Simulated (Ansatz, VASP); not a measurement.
## Two plane-wave programs on SbS3

```
Sb S
1.0
     4.24241    0.00000    0.00000
     0.00000    4.24241    0.00000
     0.00000    0.00000    4.24241
Sb S
1 3
Direct
  0.00000 0.00000 0.00000
  0.00000 0.50000 0.50000
  0.50000 0.00000 0.50000
  0.50000 0.50000 0.00000
```

Change from the starting cell: species swapped into the Ce3Sn type (Pm-3m, No. 221).

Alike in both runs: functional PBE; k mesh 4 × 4 × 4; occupations gaussian, width 0.1 eV; no spin polarisation.

Ansatz relaxed the structure, and its values are those at the end. VASP's run is a single point on that final structure, the one shown.

```csv
,VASP,Ansatz
version,VASP 6.6.1,Ansatz 0.2.0
potentials or method,"VASP PAW PBE potentials, release 64 (Sb, S), cutoff 520 eV","scalar-relativistic, plane waves, PAW"
valence electrons in the cell,23,33
```

Ansatz gave:

* gap on the k mesh at the Fermi level (eV): none
* pressure (GPa): 0.0

Which values does VASP return?

gap on the k mesh at the Fermi level (eV): none; pressure (GPa): -0.3.

A gap of «none» marks a metal or a gap that the smearing closes. With one functional, cell and mesh, what is left measures potentials, basis and numerics. VASP's potentials hold 23 valence electrons a cell and Ansatz's 33, so a difference there can come from the potentials and not from the codes.

The k mesh is coarse, so the values compare programs but aren't converged. Spin-orbit coupling is off throughout.
